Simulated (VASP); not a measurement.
# Ga in VASP: single point with PBE

Aim: the single point of Ga with PBE.

Everything below comes from runs of VASP 6.6.1. Logs are shortened: lines on timing, memory, paths and dates and some standing lists are left out, and cuts for length are marked.

## Step 1: The cell of the first run

The cell holds a slab with vacuum, 7 atoms: a = 2.808 Å, b = 3.391 Å, c = 27.089 Å, α = 90.00°, β = 90.00°, γ = 87.00°.

## Step 2: Single point, PBE

INCAR

```
  ALGO = Normal
  DIPOL = 0.5 0.5 0.502
  EDIFF = 1E-7
  ENCUT = 520
  GGA = PE
  IDIPOL = 3
  ISIF = 2
  ISMEAR = 0
  LASPH = T
  LCHARG = F
  LDIPOL = T
  LREAL = F
  LWAVE = F
  NBANDS = 54
  NELM = 80
  PREC = Accurate
  SIGMA = 0.1
```

KPOINTS

```
k-points
0
Gamma
  12 10 1
```

POSCAR

```
Ga
1.0
    2.8080461713      0.0000000000      0.0000000000
    0.1776514392      3.3860583513      0.0000000000
    0.0000000000      0.0000000000     27.0893463968
Ga
7
Direct
    0.5000000000      0.7500000000      0.2768616079
    0.5000000000      0.2500000000      0.3566261634
    0.0000000000      0.7500000000      0.4256205360
    0.0000000000      0.2500000000      0.5053850915
    0.5000000000      0.7500000000      0.5743794640
    0.5000000000      0.2500000000      0.6541440196
    0.0000000000      0.7500000000      0.7231383921
```

Potentials or basis: VASP PAW PBE potentials, release 64 (Ga_d).

Command:

```
$ cat potpaw_PBE.64/Ga_d/POTCAR > POTCAR
$ mpirun -np 1 vasp_std > vasp.out
```

OUTCAR:

```text
EDIFF = 1E-7
   ENCUT = 520
   GGA = PE
   ISIF = 2
   ISMEAR = 0
   LASPH = T
   LREAL = F
   NELM = 80
   PREC = Accurate

 ion  position               nearest neighbor table
   1  0.500  0.750  0.277-   2 2.75   2 2.75
   2  0.500  0.250  0.357-   1 2.75   1 2.75   3 2.84   3 2.84
   3  0.000  0.750  0.426-   4 2.75   4 2.75   2 2.84   2 2.84
   4  0.000  0.250  0.505-   3 2.75   3 2.75   5 2.84   5 2.84
   5  0.500  0.750  0.574-   6 2.75   6 2.75   4 2.84   4 2.84
   6  0.500  0.250  0.654-   5 2.75   5 2.75   7 2.84   7 2.84
   7  0.000  0.750  0.723-   6 2.84   6 2.84

  LATTYP: Found a simple monoclinic cell.
 ALAT       =     2.8080461713
 B/A-ratio  =     9.6470445086
 C/A-ratio  =     1.2074998888
 COS(beta)  =    -0.0523934970

  Lattice vectors:

 A1 = (   2.8080461713,   0.0000000000,   0.0000000000)
 A2 = (   0.0000000000,   0.0000000000,  27.0893463968)
 A3 = (  -0.1776514392,  -3.3860583513,   0.0000000000)

Analysis of symmetry for initial positions (statically):
=====================================================================
 Subroutine PRICEL returns:
 Original cell was already a primitive cell.

 Routine SETGRP: Setting up the symmetry group for a
 simple monoclinic supercell.

 Subroutine GETGRP returns: Found  2 space group operations
 (whereof  1 operations were pure point group operations)
 out of a pool of  4 trial point group operations.

The static configuration has the point symmetry C_1 .
 The point group associated with its full space group is C_2 .

Analysis of symmetry for dynamics (positions and initial velocities):
=====================================================================
 Subroutine PRICEL returns:
 Original cell was already a primitive cell.

 Routine SETGRP: Setting up the symmetry group for a
 simple monoclinic supercell.

 Subroutine GETGRP returns: Found  2 space group operations
 (whereof  1 operations were pure point group operations)
 out of a pool of  4 trial point group operations.

The dynamic configuration has the point symmetry C_1 .
 The point group associated with its full space group is C_2 .

 Subroutine INISYM returns: Found  2 space group operations
 (whereof  1 operations are pure point group operations),
 and found     1 'primitive' translations

----------------------------------------------------------------------------------------

                                     Primitive cell

  volume of cell :     257.5711

  direct lattice vectors                    reciprocal lattice vectors
     2.808046171  0.000000000  0.000000000     0.356119501 -0.018684008  0.000000000
     0.177651439  3.386058351  0.000000000     0.000000000  0.295328638  0.000000000
     0.000000000  0.000000000 27.089346397     0.000000000  0.000000000  0.036914881

  length of vectors
     2.808046171  3.390715440 27.089346397     0.356609297  0.295328638  0.036914881

  position of ions in fractional coordinates (direct lattice)
     0.500000000  0.750000000  0.276861608
     0.500000000  0.250000000  0.356626163
     0.000000000  0.750000000  0.425620536
     0.000000000  0.250000000  0.505385092
     0.500000000  0.750000000  0.574379464
     0.500000000  0.250000000  0.654144020
     0.000000000  0.750000000  0.723138392

  ion indices of the primitive-cell ions
   primitive index   ion index
                 1           1
                 2           2
                 3           3
                 4           4
                 5           5
                 6           6
                 7           7

----------------------------------------------------------------------------------------

 KPOINTS: k-points

Automatic generation of k-mesh.
 Grid dimensions read from file:
 generate k-points for:   12   10    1

 Generating k-lattice:

  Cartesian coordinates                     Fractional coordinates (reciprocal lattice)
     0.029676625 -0.001557001  0.000000000     0.083333333  0.000000000  0.000000000
     0.000000000  0.029532864  0.000000000     0.000000000  0.100000000  0.000000000
     0.000000000  0.000000000  0.036914881     0.000000000  0.000000000  1.000000000

  Length of vectors
     0.029717441  0.029532864  0.036914881

  Shift w.r.t. Gamma in fractional coordinates (k-lattice)
     0.000000000  0.000000000  0.000000000

 Subroutine IBZKPT returns following result:
 ===========================================

 Found     62 irreducible k-points:

 Following reciprocal coordinates:
            Coordinates               Weight
  0.000000  0.000000  0.000000      1.000000
  0.083333  0.000000  0.000000      2.000000
  0.166667  0.000000  0.000000      2.000000
  0.250000  0.000000  0.000000      2.000000
  0.333333  0.000000  0.000000      2.000000
  0.416667  0.000000  0.000000      2.000000
[... 16 lines left out ...]
  0.250000  0.200000  0.000000      2.000000
  0.333333  0.200000  0.000000      2.000000
 [... further k-points ...]
   k-points           NKPTS =     62   k-points in BZ     NKDIM =     62   number of bands    NBANDS=     54
   number of dos      NEDOS =    301   number of ions     NIONS =      7
   total plane-waves  NPLWV = 141120
   dimension x,y,z NGX =    24 NGY =   28 NGZ =  210
   dimension x,y,z NGXF=    48 NGYF=   56 NGZF=  420
   ions per type =               7
   NGX,Y,Z   is equivalent  to a cutoff of  14.21, 13.73, 12.89 a.u.
   NGXF,Y,Z  is equivalent  to a cutoff of  28.42, 27.46, 25.78 a.u.
 SYSTEM =  unknown system
   PREC   = accura    normal or accurate (medium, high low for compatibility)
   ISTART =      0    job   : 0-new  1-cont  2-samecut
   ICHARG =      2    charge: 1-file 2-atom 10-const
   ISPIN  =      1    spin polarized calculation?
   LNONCOLLINEAR =      F non collinear calculations
   LSORBIT =      F    spin-orbit coupling
   LASPH  =      T    aspherical Exc in radial PAW
   ENCUT  =  520.0 eV  38.22 Ry    6.18 a.u.   5.22  6.30 50.37*2*pi/ulx,y,z
   NELM   =     80;   NELMIN=  2; NELMDL= -5     # of ELM steps
   EDIFF  = 0.1E-06   stopping-criterion for ELM
   LREAL  =      F    real-space projection
   EDIFFG = 0.1E-05   stopping-criterion for IOM
   NSW    =      0    number of steps for IOM
   IBRION =     -1    ionic relax: 0-MD 1-quasi-New 2-CG
   NFREE  =      0    steps in history (QN), initial steepest desc. (CG)
   ISIF   =      2    stress and relaxation
   ISYM   =      2    0-nonsym 1-usesym 2-fastsym
   POTIM  = 0.5000    time-step for ionic-motion
   TEBEG  =    0.0;   TEEND  =   0.0 temperature during run
   PSTRESS=    0.0 pullay stress
   NELECT =      91.0000    total number of electrons
   NUPDOWN=      -1.0000    fix difference up-down
   EMIN   =  10.00;   EMAX   =-10.00  energy-range for DOS
   EFERMI =   0.00;   METHOD = LEGACY
   ISMEAR =     0;   SIGMA  =   0.10  broadening in eV -4-tet -1-fermi 0-gaus
   EFERMI_NEDOS =   21; number of points for ismear=-14 and -15
   IALGO  =     38    algorithm
   IMIX   =      4    mixing-type and parameters
     AMIX     =   0.40;   BMIX     =  1.00
     AMIX_MAG =   1.60;   BMIX_MAG =  1.00
  volume/ion in A,a.u.               =      36.80       248.31
  Fermi-wavevector in a.u.,A,eV,Ry     =   1.157327  2.187032 18.223734  1.339407
  Thomas-Fermi vector in A             =   2.293940
   LORBIT       =      0    0 simple, 1 ext, 2 COOP (PROOUT), +10 PAW based schemes
   GGA     = PE    functional components
   LHFCALC =     F    Hartree Fock is set to
   AEXX    =    0.0000 exact exchange contribution
   IVDW    =     0    specifies the selected vdW correction
   LEPSILON=     F    determine dielectric tensor
   LRPA    =     F    only Hartree local field effects (RPA)
 non-spin polarized calculation
 Gauss-broadening in eV      SIGMA  =   0.10
  energy-cutoff  :      520.00
  volume of cell :      257.57
 maximum number of plane-waves:      6976
 NGX is ok and might be reduce to    24
   NGX = 11   NGY = 13   NGZ =101

 dipolmoment           0.000000      0.000000     -0.118922 electrons x Angstroem

 number of electron      90.9999996 magnetization

 dipolmoment           0.000000      0.000000      0.006049 electrons x Angstroem

 Free energy of the ion-electron system (eV)
  ---------------------------------------------------
  ext. energy  EPLUGINS =         0.00000000
  ---------------------------------------------------
  free energy    TOTEN  =       -19.48863595 eV

  energy without entropy =      -19.46914015  energy(sigma->0) =      -19.47888805

 E-fermi :   0.7512     XC(G=0):  -6.3240

 val. band max:        0.7403018975   @ k =   0.3333   0.2000   0.0000
 cond. band min:       0.7638038452   @ k =   0.1667   0.4000   0.0000
 fundamental gap:      0.0235019477
 Fermi energy:         0.7512008838

 k-point     1 :       0.0000    0.0000    0.0000
  band No.  band energies     occupation
      1     -14.3814      2.00000
      2     -14.3338      2.00000
      3     -14.3164      2.00000
      4     -14.2944      2.00000
      5     -14.2681      2.00000
      6     -14.2436      2.00000
[... 46 lines left out ...]
     53       6.1725      0.00000
     54       6.4756      0.00000

 k-point     2 :       0.0833    0.0000    0.0000
  band No.  band energies     occupation
      1     -14.3605      2.00000
      2     -14.3154      2.00000
      3     -14.3133      2.00000
      4     -14.2842      2.00000
      5     -14.2510      2.00000
      6     -14.2384      2.00000
[... 46 lines left out ...]
     53       6.2921      0.00000
     54       6.4266      0.00000

 k-point     3 :       0.1667    0.0000    0.0000
  band No.  band energies     occupation
      1     -14.3078      2.00000
      2     -14.3057      2.00000
      3     -14.2792      2.00000
      4     -14.2483      2.00000
      5     -14.2366      2.00000
      6     -14.2147      2.00000
[... 46 lines left out ...]
     53       5.5798      0.00000
     54       5.7049      0.00000
[... 1084 lines left out ...]
 k-point    23 :       0.2500    0.2000    0.0000
  band No.  band energies     occupation
      1     -14.3052      2.00000
      2     -14.2576      2.00000
      3     -14.2227      2.00000
      4     -14.2217      2.00000
      5     -14.2094      2.00000
      6     -14.1906      2.00000
[... 46 lines left out ...]
     53       4.6085      0.00000
     54       5.3476      0.00000

 k-point    24 :       0.3333    0.2000    0.0000
  band No.  band energies     occupation
      1     -14.3033      2.00000
      2     -14.2764      2.00000
      3     -14.2369      2.00000
      4     -14.2144      2.00000
      5     -14.2048      2.00000
      6     -14.1989      2.00000
[... 46 lines left out ...]
     53       4.4230      0.00000
     54       4.8989      0.00000

 [... further k-points ...]

------------------------ aborting loop because EDIFF is reached ----------------------------------------

 vacuum level on the upper side and lower side of the slab       (xc-potential included)        -0.069        -0.177

  FORCE on cell =-STRESS in cart. coord.  units (eV):
  Direction    XX          YY          ZZ          XY          YZ          ZX
  --------------------------------------------------------------------------------------
  -------------------------------------------------------------------------------------
  Total       -1.1597244     -1.6619320      1.1202441     -0.2065770      0.0000000      0.0000000
  in kB       -7.2138674    -10.3377640      6.9682871     -1.2849770      0.0000000      0.0000000
  external PRESSURE =      -3.5277814 kB  Pullay stress =       0.0000000 kB

 VOLUME and BASIS-vectors are now :
 -----------------------------------------------------------------------------
  energy-cutoff  :      520.00
  volume of cell :      257.57
      direct lattice vectors                 reciprocal lattice vectors
     2.808046171  0.000000000  0.000000000     0.356119501 -0.018684008  0.000000000
     0.177651439  3.386058351  0.000000000     0.000000000  0.295328638  0.000000000
     0.000000000  0.000000000 27.089346397     0.000000000  0.000000000  0.036914881

 POSITION                                       TOTAL-FORCE (eV/Angst)
 -----------------------------------------------------------------------------------
      1.53726      2.53954      7.50000         0.000000      0.000000     -0.088004
      1.44844      0.84651      9.66077        -0.000000      0.000000      0.057446
      0.13324      2.53954     11.52978        -0.000000      0.000000     -0.075725
      0.04441      0.84651     13.69055        -0.000000      0.000000      0.012331
      1.53726      2.53954     15.55956        -0.000000      0.000000      0.049775
      1.44844      0.84651     17.72033         0.000000      0.000000     -0.151815
      0.13324      2.53954     19.58935        -0.000000      0.000000      0.195992
 -----------------------------------------------------------------------------------
    total drift:                                0.000000      0.000000     -0.000848

  FREE ENERGIE OF THE ION-ELECTRON SYSTEM (eV)
  ---------------------------------------------------
  free  energy   TOTEN  =       -19.4886359500 eV

  energy  without entropy=      -19.4691401466  energy(sigma->0) =      -19.47888805

 vacuum level on the upper side and lower side of the slab         4.983         4.874
```

Wall time 22 min (1 thread of AMD EPYC 7R13 (Zen 3), shared host); peak memory 0.7 GiB.

Results:

| Quantity | Value |
| --- | --- |
| Free energy | -19.4886 eV |
| Largest force | 0.196 eV/Å |
| Band gap on the k mesh | zero (an odd number of electrons rules out a gap without spin polarisation) |

Forces on the atoms (eV/Å):
```
Ga   0.000  0.000 -0.088
Ga   0.000  0.000  0.057
Ga   0.000  0.000 -0.076
Ga   0.000  0.000  0.012
Ga   0.000  0.000  0.050
Ga   0.000  0.000 -0.152
Ga   0.000  0.000  0.196
```

The gap in the log of VASP goes by the Fermi energy; the results here count the filled bands.